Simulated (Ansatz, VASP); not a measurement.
**One calculation of Al3BN2, two programs**

```
Al B N
1.0
     5.00887   -2.91792    0.00000
     5.00887    2.91792    0.00000
     0.00000    0.00000    4.82953
Al B N
6 2 4
Direct
  0.22498 0.77502 0.40912
  0.77502 0.22498 0.90912
  0.85267 0.50826 0.38804
  0.50826 0.85267 0.88804
  0.14733 0.49174 0.88804
  0.49174 0.14733 0.38804
  0.13498 0.86502 0.95508
  0.86502 0.13498 0.45508
  0.81324 0.52531 0.99236
  0.52531 0.81324 0.49236
  0.18676 0.47469 0.49236
  0.47469 0.18676 0.99236
```

Alike in both runs: task relaxation of cell and atoms; functional PBE; k mesh 6 × 6 × 6; occupations gaussian, width 0.1 eV; no spin polarisation.

```csv
,VASP,Ansatz
version,VASP 6.6.1,Ansatz 0.2.0
potentials or method,"VASP PAW PBE potentials, release 64 (Al, B, N), cutoff 600 eV","scalar-relativistic, plane waves, PAW"
valence electrons in the cell,44,44
```

Ansatz gave:

| Property | Result |
| --- | --- |
| gap on the k mesh at the Fermi level, each at its own relaxed structure (eV) | none |
| relaxed volume (Å³/atom) | 11.78 |
| relaxed cell length with the largest relative difference (Å) | 4.842 |

**Question.** What did VASP give for the same quantities?

**Answer.** gap on the k mesh at the Fermi level, each at its own relaxed structure (eV): none; relaxed volume (Å³/atom): 11.76; relaxed cell length with the largest relative difference (Å): 4.839.

A gap of «none» marks a metal or a gap that the smearing closes.
